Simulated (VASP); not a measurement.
# LaC (P-6m2) in VASP: further runs

The runs below take LaC through single point, with PBEsol, LDA, r2SCAN.

Everything below comes from runs of VASP 6.6.1. Logs are shortened: lines on timing, memory, paths and dates and some standing lists are left out, and cuts for length are marked.

### 1 The cell of the first run

The structure is hexagonal, space group P-6m2 (No. 187). The conventional cell has a = 3.762 Å, b = 3.762 Å, c = 3.212 Å, α = 90.00°, β = 90.00°, γ = 120.00°. Within 3.6 Å of La (site symmetry -6m2) lie 6 C at 2.70 Å and 2 La at 3.21 Å. C (site symmetry -6m2) has 6 La at 2.70 Å and 2 C at 3.21 Å within 3.6 Å.

### 2 Single point, PBEsol

INCAR reads:

```
PREC = Accurate ; ENCUT = 520
EDIFF = 1E-6 ; ISMEAR = 0
SIGMA = 0.05 ; LREAL = False
LASPH = True ; NELM = 80
ALGO = Normal ; ISIF = 2
LWAVE = False ; LCHARG = False
GGA = PS ; NBANDS = 14
```

KPOINTS reads:

```
regular mesh
0
Gamma
  10 10 10
```

POSCAR reads:

```
LaC
1.0
    3.7615465854      0.0000000000      0.0000000000
   -1.8807732927      3.2575949005      0.0000000000
    0.0000000000      0.0000000000      3.2120628345
La C
1 1
Direct
    0.0000000000      0.0000000000      0.0000000000
    0.6666666667      0.3333333333      0.5000000000
```

Potentials or basis: VASP PAW PBE potentials, release 64 (La, C).

Launch:

```bash
$ cat potpaw_PBE.64/La/POTCAR potpaw_PBE.64/C/POTCAR > POTCAR
$ mpirun -np 1 vasp_std > vasp.out
```

OUTCAR:

```text
PREC = Accurate
   ENCUT = 520
   EDIFF = 1E-6
   ISMEAR = 0
   LREAL = False
   LASPH = True
   NELM = 80
   ISIF = 2
   GGA = PS

 ion  position               nearest neighbor table
   1  0.000  0.000  0.000-   2 2.70   2 2.70   2 2.70   2 2.70   2 2.70   2 2.70
   2  0.667  0.333  0.500-   1 2.70   1 2.70   1 2.70   1 2.70   1 2.70   1 2.70

  LATTYP: Found a hexagonal cell.
 ALAT       =     3.7615465854
 C/A-ratio  =     0.8539207907

  Lattice vectors:

 A1 = (   3.7615465854,   0.0000000000,   0.0000000000)
 A2 = (  -1.8807732927,   3.2575949005,   0.0000000000)
 A3 = (   0.0000000000,   0.0000000000,   3.2120628345)

Analysis of symmetry for initial positions (statically):
=====================================================================
 Subroutine PRICEL returns:
 Original cell was already a primitive cell.

 Routine SETGRP: Setting up the symmetry group for a
 hexagonal supercell.

 Subroutine GETGRP returns: Found 12 space group operations
 (whereof 12 operations were pure point group operations)
 out of a pool of 24 trial point group operations.

The static configuration has the point symmetry D_3h.

Analysis of symmetry for dynamics (positions and initial velocities):
=====================================================================
 Subroutine PRICEL returns:
 Original cell was already a primitive cell.

 Routine SETGRP: Setting up the symmetry group for a
 hexagonal supercell.

 Subroutine GETGRP returns: Found 12 space group operations
 (whereof 12 operations were pure point group operations)
 out of a pool of 24 trial point group operations.

The dynamic configuration has the point symmetry D_3h.

 Subroutine INISYM returns: Found 12 space group operations
 (whereof 12 operations are pure point group operations),
 and found     1 'primitive' translations

----------------------------------------------------------------------------------------

                                     Primitive cell

  volume of cell :      39.3593

  direct lattice vectors                    reciprocal lattice vectors
     3.761546585  0.000000000  0.000000000     0.265848097  0.153487470  0.000000000
    -1.880773293  3.257594901  0.000000000     0.000000000  0.306974940  0.000000000
     0.000000000  0.000000000  3.212062835     0.000000000  0.000000000  0.311326413

  length of vectors
     3.761546585  3.761546585  3.212062835     0.306974940  0.306974940  0.311326413

  position of ions in fractional coordinates (direct lattice)
     0.000000000  0.000000000  0.000000000
     0.666666667  0.333333333  0.500000000

  ion indices of the primitive-cell ions
   primitive index   ion index
                 1           1
                 2           2

----------------------------------------------------------------------------------------

 KPOINTS: regular mesh

Automatic generation of k-mesh.
 Grid dimensions read from file:
 generate k-points for:   10   10   10

 Generating k-lattice:

  Cartesian coordinates                     Fractional coordinates (reciprocal lattice)
     0.026584810  0.015348747  0.000000000     0.100000000  0.000000000  0.000000000
     0.000000000  0.030697494  0.000000000     0.000000000  0.100000000  0.000000000
     0.000000000  0.000000000  0.031132641     0.000000000  0.000000000  0.100000000

  Length of vectors
     0.030697494  0.030697494  0.031132641

  Shift w.r.t. Gamma in fractional coordinates (k-lattice)
     0.000000000  0.000000000  0.000000000

 Subroutine IBZKPT returns following result:
 ===========================================

 Found     84 irreducible k-points:

 Following reciprocal coordinates:
            Coordinates               Weight
  0.000000  0.000000  0.000000      1.000000
  0.100000  0.000000  0.000000      6.000000
  0.200000  0.000000  0.000000      6.000000
  0.300000  0.000000  0.000000      6.000000
  0.400000  0.000000  0.000000      6.000000
  0.500000  0.000000  0.000000      3.000000
[... 16 lines left out ...]
  0.300000  0.100000  0.100000     24.000000
  0.400000  0.100000  0.100000     24.000000
 [... further k-points ...]
   k-points           NKPTS =     84   k-points in BZ     NKDIM =     84   number of bands    NBANDS=     14
   number of dos      NEDOS =    301   number of ions     NIONS =      2
   total plane-waves  NPLWV =  18816
   dimension x,y,z NGX =    28 NGY =   28 NGZ =   24
   dimension x,y,z NGXF=    56 NGYF=   56 NGZF=   48
   ions per type =               1   1
   NGX,Y,Z   is equivalent  to a cutoff of  12.37, 12.37, 12.42 a.u.
   NGXF,Y,Z  is equivalent  to a cutoff of  24.75, 24.75, 24.84 a.u.
 SYSTEM =  unknown system
   PREC   = accura    normal or accurate (medium, high low for compatibility)
   ISTART =      0    job   : 0-new  1-cont  2-samecut
   ICHARG =      2    charge: 1-file 2-atom 10-const
   ISPIN  =      1    spin polarized calculation?
   LNONCOLLINEAR =      F non collinear calculations
   LSORBIT =      F    spin-orbit coupling
   LASPH  =      T    aspherical Exc in radial PAW
   ENCUT  =  520.0 eV  38.22 Ry    6.18 a.u.   6.99  6.99  5.97*2*pi/ulx,y,z
   NELM   =     80;   NELMIN=  2; NELMDL= -5     # of ELM steps
   EDIFF  = 0.1E-05   stopping-criterion for ELM
   LREAL  =      F    real-space projection
   EDIFFG = 0.1E-04   stopping-criterion for IOM
   NSW    =      0    number of steps for IOM
   IBRION =     -1    ionic relax: 0-MD 1-quasi-New 2-CG
   NFREE  =      0    steps in history (QN), initial steepest desc. (CG)
   ISIF   =      2    stress and relaxation
   ISYM   =      2    0-nonsym 1-usesym 2-fastsym
   POTIM  = 0.5000    time-step for ionic-motion
   TEBEG  =    0.0;   TEEND  =   0.0 temperature during run
   PSTRESS=    0.0 pullay stress
   NELECT =      15.0000    total number of electrons
   NUPDOWN=      -1.0000    fix difference up-down
   EMIN   =  10.00;   EMAX   =-10.00  energy-range for DOS
   EFERMI =   0.00;   METHOD = LEGACY
   ISMEAR =     0;   SIGMA  =   0.05  broadening in eV -4-tet -1-fermi 0-gaus
   EFERMI_NEDOS =   21; number of points for ismear=-14 and -15
   IALGO  =     38    algorithm
   IMIX   =      4    mixing-type and parameters
     AMIX     =   0.40;   BMIX     =  1.00
     AMIX_MAG =   1.60;   BMIX_MAG =  1.00
  volume/ion in A,a.u.               =      19.68       132.80
  Fermi-wavevector in a.u.,A,eV,Ry     =   1.186924  2.242960 19.167717  1.408787
  Thomas-Fermi vector in A             =   2.323086
   LORBIT       =      0    0 simple, 1 ext, 2 COOP (PROOUT), +10 PAW based schemes
   GGA     = PS    functional components
   LHFCALC =     F    Hartree Fock is set to
   AEXX    =    0.0000 exact exchange contribution
   IVDW    =     0    specifies the selected vdW correction
   LEPSILON=     F    determine dielectric tensor
   LRPA    =     F    only Hartree local field effects (RPA)
 non-spin polarized calculation
 Gauss-broadening in eV      SIGMA  =   0.05
  energy-cutoff  :      520.00
  volume of cell :       39.36
 maximum number of plane-waves:      1072
 NGX is ok and might be reduce to    28
   NGX = 13   NGY = 13   NGZ = 11

 number of electron      15.0000000 magnetization

 Free energy of the ion-electron system (eV)
  ---------------------------------------------------
  ext. energy  EPLUGINS =         0.00000000
  ---------------------------------------------------
  free energy    TOTEN  =       -13.85568759 eV

  energy without entropy =      -13.85369036  energy(sigma->0) =      -13.85468898

 E-fermi :   7.6573     XC(G=0): -10.6133

 val. band max:        7.6386971495   @ k =   0.4000   0.0000   0.2000
 cond. band min:       7.6653788959   @ k =   0.0000   0.0000   0.1000
 fundamental gap:      0.0266817464
 Fermi energy:         7.6573234245

 k-point     1 :       0.0000    0.0000    0.0000
  band No.  band energies     occupation
      1     -24.0337      2.00000
      2      -7.2183      2.00000
      3      -7.2183      2.00000
      4      -6.6207      2.00000
      5      -1.3399      2.00000
      6       6.6548      2.00000
      7       6.6548      2.00000
      8       7.5497      1.99766
      9       9.0325      0.00000
     10       9.8162      0.00000
     11      10.8080      0.00000
     12      10.8080      0.00000
     13      11.2821      0.00000
     14      11.2821      0.00000

 k-point     2 :       0.1000    0.0000    0.0000
  band No.  band energies     occupation
      1     -24.0198      2.00000
      2      -7.3924      2.00000
      3      -7.2491      2.00000
      4      -6.6046      2.00000
      5      -1.1577      2.00000
      6       6.3919      2.00000
      7       6.7945      2.00000
      8       7.6788      0.54376
      9       8.9023      0.00000
     10      10.0866      0.00000
     11      10.7811      0.00000
     12      10.7954      0.00000
     13      11.2816      0.00000
     14      11.2976      0.00000

 k-point     3 :       0.2000    0.0000    0.0000
  band No.  band energies     occupation
      1     -23.9830      2.00000
      2      -7.8052      2.00000
      3      -7.3282      2.00000
      4      -6.5619      2.00000
      5      -0.7365      2.00000
      6       5.9502      2.00000
      7       7.1625      2.00000
      8       7.9977      0.00000
      9       8.5798      0.00000
     10      10.3108      0.00000
     11      10.7730      0.00000
     12      10.8824      0.00000
     13      11.2871      0.00000
     14      11.3400      0.00000
[... 324 lines left out ...]
 k-point    23 :       0.3000    0.1000    0.1000
  band No.  band energies     occupation
      1     -23.8791      2.00000
      2      -8.3756      2.00000
      3      -7.5100      2.00000
      4      -6.7784      2.00000
      5      -0.0456      2.00000
      6       5.7924      2.00000
      7       7.4003      2.00000
      8       7.8626      0.00000
      9       8.7884      0.00000
     10      10.4236      0.00000
     11      10.7930      0.00000
     12      11.1811      0.00000
     13      11.3182      0.00000
     14      11.4322      0.00000

 k-point    24 :       0.4000    0.1000    0.1000
  band No.  band energies     occupation
      1     -23.8530      2.00000
      2      -8.5774      2.00000
      3      -7.5775      2.00000
      4      -6.7402      2.00000
      5       0.0959      2.00000
      6       5.7693      2.00000
      7       7.4711      2.00000
      8       7.8034      0.00004
      9       8.8461      0.00000
     10      10.5792      0.00000
     11      10.8052      0.00000
     12      11.2522      0.00000
     13      11.3402      0.00000
     14      11.4858      0.00000

 [... further k-points ...]
[... 5 lines left out ...]
  --------------------------------------------------------------------------------------
  -------------------------------------------------------------------------------------
  Total       -0.8536409     -0.8536409     -1.0603549      0.0000000     -0.0000000     -0.0000000
  in kB      -34.7486726    -34.7486726    -43.1632646      0.0000000     -0.0000000     -0.0000000
  external PRESSURE =     -37.5535366 kB  Pullay stress =       0.0000000 kB

 VOLUME and BASIS-vectors are now :
 -----------------------------------------------------------------------------
  energy-cutoff  :      520.00
  volume of cell :       39.36
      direct lattice vectors                 reciprocal lattice vectors
     3.761546585  0.000000000  0.000000000     0.265848097  0.153487470  0.000000000
    -1.880773293  3.257594901  0.000000000     0.000000000  0.306974940  0.000000000
     0.000000000  0.000000000  3.212062835     0.000000000  0.000000000  0.311326413

 POSITION                                       TOTAL-FORCE (eV/Angst)
 -----------------------------------------------------------------------------------
      0.00000      0.00000      0.00000        -0.000000      0.000000      0.000000
      1.88077      1.08586      1.60603         0.000000      0.000000      0.000000
 -----------------------------------------------------------------------------------
    total drift:                               -0.000000      0.000000      0.000000

  FREE ENERGIE OF THE ION-ELECTRON SYSTEM (eV)
  ---------------------------------------------------
  free  energy   TOTEN  =       -13.8556875911 eV

  energy  without entropy=      -13.8536903634  energy(sigma->0) =      -13.85468898
```

Wall time 33 s (1 thread of Intel Xeon Platinum 8488C (Sapphire Rapids), shared host); peak memory 0.2 GiB.

What came out:

| Item | Value |
| --- | --- |
| Free energy | -13.8557 eV |
| Pressure | -3.8 GPa |

Stress tensor (GPa, compression positive):
```
-3.47  0.00  0.00
 0.00 -3.47  0.00
 0.00  0.00 -4.32
```

Caveat: the PAW data sets were made with another functional, which shifts forces and pressure a little; spin-orbit coupling is left out, which moves the levels of the heavy elements.

(Part 1 of 2 ends here.)
